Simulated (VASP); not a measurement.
# As (R-3m) in VASP: notebook, part 2 of 3

VASP 6.6.1.

## 4. Electric field gradients, LDA

This run uses another cell than the first one, of 21.33 Å³/atom, 0.962 times its volume.

File INCAR:

```
SYSTEM = As
PREC     = Accurate       ! precision mode
ENCUT    = 520            ! plane-wave cutoff, eV
EDIFF    = 1E-8           ! SCF threshold, eV
ISMEAR   = -1             ! smearing method
SIGMA    = 0.05           ! smearing width, eV
LREAL    = .False.        ! projectors in reciprocal space
LASPH    = .True.         ! aspherical terms in the spheres
NELM     = 80             ! most SCF steps
ALGO     = Normal         ! electronic algorithm
ISIF     = 2              ! what is computed and relaxed
LWAVE    = .False.        ! write WAVECAR
LCHARG   = .False.        ! write CHGCAR
LEFG     = .True.       
NBANDS   = 12             ! bands
```

File KPOINTS:

```
Automatic mesh
0
Gamma
  13 13 13
  0 0 0
```

File POSCAR:

```
As
1.0
    1.8797494575      1.0852738553      3.4857700000
   -1.8797494575      1.0852738553      3.4857700000
    0.0000000000     -2.1705477106      3.4857700000
As
2
Direct
    0.2275400000      0.2275400000      0.2275400000
    0.7724600000      0.7724600000      0.7724600000
```

Potentials or basis: VASP PAW LDA potentials, release 64 (As).

The run is started by

```console
$ cat potpaw_LDA.64/As/POTCAR > POTCAR
$ mpirun -np 1 vasp_std > vasp.out
```

OUTCAR:

```text
SYSTEM = As
   PREC = Accurate
   ENCUT = 520
   EDIFF = 1E-8
   ISMEAR = -1
   LREAL = .False.
   LASPH = .True.
   NELM = 80
   ISIF = 2

 ion  position               nearest neighbor table
   1  0.228  0.228  0.228-   2 2.52   2 2.52   2 2.52
   2  0.772  0.772  0.772-   1 2.52   1 2.52   1 2.52

  LATTYP: Found a trigonal (rhomboedric) cell.
 ALAT       =     4.1063207202
 COS(alpha) =     0.5808936906

  Lattice vectors:

 A1 = (   1.8797494575,   1.0852738553,   3.4857700000)
 A2 = (  -1.8797494575,   1.0852738553,   3.4857700000)
 A3 = (   0.0000000000,  -2.1705477106,   3.4857700000)

Analysis of symmetry for initial positions (statically):
=====================================================================
 Subroutine PRICEL returns:
 Original cell was already a primitive cell.

 Routine SETGRP: Setting up the symmetry group for a
 trigonal (rhombohedral) supercell.

 Subroutine GETGRP returns: Found 12 space group operations
 (whereof 12 operations were pure point group operations)
 out of a pool of 12 trial point group operations.

The static configuration has the point symmetry D_3d.

Analysis of symmetry for dynamics (positions and initial velocities):
=====================================================================
 Subroutine PRICEL returns:
 Original cell was already a primitive cell.

 Routine SETGRP: Setting up the symmetry group for a
 trigonal (rhombohedral) supercell.

 Subroutine GETGRP returns: Found 12 space group operations
 (whereof 12 operations were pure point group operations)
 out of a pool of 12 trial point group operations.

The dynamic configuration has the point symmetry D_3d.

 Subroutine INISYM returns: Found 12 space group operations
[... 498 lines left out ...]
 k-point    24 :       0.4615    0.1538    0.0000
  band No.  band energies     occupation
      1      -7.2600      2.00000
      2      -4.7051      2.00000
      3       1.3536      2.00000
      4       2.0885      2.00000
      5       3.6856      2.00000
      6       7.1810      0.00000
      7       7.3618      0.00000
      8       8.4677      0.00000
      9      12.1583      0.00000
     10      15.2096      0.00000
     11      15.7034      0.00000
     12      17.5344      0.00000

 [... further k-points ...]
[... 5 lines left out ...]
  --------------------------------------------------------------------------------------
  -------------------------------------------------------------------------------------
  Total       -0.1994920     -0.1994920     -0.4859063      0.0000000      0.0000000      0.0000000
  in kB       -7.4911200     -7.4911200    -18.2462603      0.0000000      0.0000000      0.0000000
  external PRESSURE =     -11.0761668 kB  Pullay stress =       0.0000000 kB

 VOLUME and BASIS-vectors are now :
 -----------------------------------------------------------------------------
  energy-cutoff  :      520.00
  volume of cell :       42.67
      direct lattice vectors                 reciprocal lattice vectors
     1.879749457  1.085273855  3.485770000     0.265992895  0.153571070  0.095626887
    -1.879749457  1.085273855  3.485770000    -0.265992895  0.153571070  0.095626887
     0.000000000 -2.170547711  3.485770000     0.000000000 -0.307142139  0.095626887

 POSITION                                       TOTAL-FORCE (eV/Angst)
 -----------------------------------------------------------------------------------
      0.00000      0.00000      2.37946         0.000000     -0.000000      0.138863
      0.00000      0.00000      8.07785         0.000000      0.000000     -0.138863
 -----------------------------------------------------------------------------------
    total drift:                               -0.000000      0.000000     -0.000000

  FREE ENERGIE OF THE ION-ELECTRON SYSTEM (eV)
  ---------------------------------------------------
  free  energy   TOTEN  =       -10.7677562713 eV

  energy  without entropy=      -10.7667522251  energy(sigma->0) =      -10.76725425

 Electric field gradients (V/A^2)
---------------------------------------------------------------------
 ion       V_xx      V_yy      V_zz      V_xy      V_xz      V_yz
---------------------------------------------------------------------
   1      22.900    22.900   -45.801    -0.000     0.000    -0.000
   2      22.900    22.900   -45.801    -0.000     0.000    -0.000
---------------------------------------------------------------------

 Electric field gradients after diagonalization (V/A^2)
 (convention: |V_zz| > |V_xx| > |V_yy|)
----------------------------------------------------------------------
 ion       V_xx      V_yy      V_zz     asymmetry (V_yy - V_xx)/ V_zz
----------------------------------------------------------------------
   1      22.900    22.900   -45.801       0.000
   2      22.900    22.900   -45.801       0.000
----------------------------------------------------------------------

           NMR quadrupolar parameters

 Cq : quadrupolar parameter    Cq=e*Q*V_zz/h
 eta: asymmetry parameters     (V_yy - V_xx)/ V_zz
 Q  : nuclear electric quadrupole moment in mb (millibarn)
----------------------------------------------------------------------
 ion       Cq(MHz)       eta       Q (mb)
----------------------------------------------------------------------
   1      -0.111       0.000       1.000
   2      -0.111       0.000       1.000
----------------------------------------------------------------------
```

OSZICAR:

```text
N       E                     dE             d eps       ncg     rms          rms(c)
DAV:   1     0.277259171596E+02    0.27726E+02   -0.41943E+03  5544   0.694E+02
DAV:   2    -0.915596945704E+01   -0.36882E+02   -0.35282E+02  7328   0.111E+02
DAV:   3    -0.108065563976E+02   -0.16506E+01   -0.16427E+01  7080   0.241E+01
DAV:   4    -0.108155262630E+02   -0.89699E-02   -0.89690E-02  6172   0.198E+00
DAV:   5    -0.108155494835E+02   -0.23221E-04   -0.23220E-04  7084   0.111E-01    0.358E+00
DAV:   6    -0.107839020608E+02    0.31647E-01   -0.89315E-03  6228   0.488E-01    0.212E+00
DAV:   7    -0.107677823477E+02    0.16120E-01   -0.17149E-02  6252   0.694E-01    0.719E-02
DAV:   8    -0.107677518645E+02    0.30483E-04   -0.49013E-04  6480   0.138E-01    0.229E-02
DAV:   9    -0.107677564259E+02   -0.45614E-05   -0.29695E-05  6788   0.304E-02    0.986E-03
DAV:  10    -0.107677561617E+02    0.26413E-06   -0.16485E-06  6504   0.695E-03    0.295E-03
DAV:  11    -0.107677562774E+02   -0.11569E-06   -0.17136E-07  6644   0.255E-03    0.595E-04
DAV:  12    -0.107677562713E+02    0.61686E-08   -0.22512E-08  6316   0.707E-04
   1 F= -.10767756E+02 E0= -.10767254E+02  d E =-.100405E-02
```

stdout:

```text
POSCAR found type information on POSCAR As
 POSCAR found :  1 types and       2 ions
 scaLAPACK will be used
 LDA part: xc-table for (Slater(with rela. corr.)+CA(PZ))
 , standard interpolation
 POSCAR, INCAR and KPOINTS ok, starting setup
 FFT: planning ... GRIDC
 FFT: planning ... GRID_SOFT
 FFT: planning ... GRID
 WAVECAR not read
 entering main loop
ion   1

ion   2
```

It took 55 s on 1 thread of Intel Xeon Platinum 8488C (Sapphire Rapids), shared host; peak memory 0.22 GiB.

Results:

```
Free energy            : -10.7678 eV
Pressure               : -1.1 GPa
Largest force          : 0.139 eV/Å
Band gap on the k mesh : zero (band 5 reaches 5.72 eV, above the bottom of band 6 at 5.37 eV)
```

Forces on the atoms (eV/Å):
```
As   0.000  0.000  0.139
As   0.000  0.000 -0.139
```

Stress tensor (GPa, compression positive):
```
-0.75  0.00  0.00
 0.00 -0.75  0.00
 0.00  0.00 -1.82
```

Levels at points of the mesh, in eV from the Fermi level:
| k point | band 1 | band 2 | band 3 | band 4 | band 5 | band 6 | band 7 | band 8 | band 9 | band 10 |
| --- | --- | --- | --- | --- | --- | --- | --- | --- | --- | --- |
| (0.00, 0.00, 0.00) | -15.14 | -5.88 | -2.58 | -2.05 | -2.05 | 1.69 | 2.89 | 2.89 | 6.74 | 6.74 |

Electric field gradients, principal values (V/Å²):
| atom | least | middle | greatest (by size) |
| --- | --- | --- | --- |
| 1 As | 22.900 | 22.900 | -45.801 |
| 2 As | 22.900 | 22.900 | -45.801 |

Caveat: without QUAD_EFG the Cq values of the log hold for a quadrupole moment of 1 mb, not for the nuclei.

[end of part 2 of 3]
